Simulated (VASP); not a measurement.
Wanted: the native input for a VASP 6.6.1 run.

```yaml
Task: single point
Functional: PBE
Potentials_or_basis: VASP PAW PBE potentials, release 64 (Na_pv, Ti_sv, Bi_d)
Cutoff: 520 eV
k_mesh: 3 × 3 × 4
Occupations: gaussian, width 0.1 eV
Spin: no spin polarisation
Dipole_correction: no
Further_INCAR_settings: ALGO = Normal; EDIFF = 1e-06; NBANDS = 46
```

The structure of NaTi3Bi2 lies in POSCAR:

```
NaTi3Bi2
1.0
    5.9874344017      0.0000000000      0.0000000000
   -2.9937172008      5.1852702954      0.0000000000
    0.0000000000      0.0000000000      4.6884134917
Na Ti Bi
1 3 2
Direct
    0.0000000000      0.0000000000      0.0000000000
    0.5000000000      0.0000000000      0.5000000000
    0.5000000000      0.5000000000      0.5000000000
    0.0000000000      0.5000000000      0.5000000000
    0.3333333333      0.6666666667      0.0000000000
    0.6666666667      0.3333333333      0.0000000000
```

One way to write it, as run:

INCAR

```
SYSTEM = NaTi3Bi2
PREC = Accurate
ENCUT = 520
EDIFF = 1E-6
ISMEAR = 0
SIGMA = 0.1
LREAL = .FALSE.
LASPH = .TRUE.
NELM = 80
ALGO = Normal
ISIF = 2
LWAVE = .FALSE.
LCHARG = .FALSE.
GGA = PE
NBANDS = 46
```

KPOINTS

```
Automatic mesh
0
G
  3 3 4
  0 0 0
```

Potentials or basis: VASP PAW PBE potentials, release 64 (Na_pv, Ti_sv, Bi_d).

Run with:

```sh
$ cat potpaw_PBE.64/Na_pv/POTCAR potpaw_PBE.64/Ti_sv/POTCAR potpaw_PBE.64/Bi_d/POTCAR > POTCAR
$ mpirun -np 1 vasp_std > vasp.out
```

Results of the run:

* Pressure: 0.0 GPa

Caveat: the k points lie up to 0.40 Å⁻¹ apart.

Wall time 40 s on 1 thread of AMD EPYC 9R45 96-Core Processor (Zen 5), with other jobs on the host, peak memory 0.26 GiB.
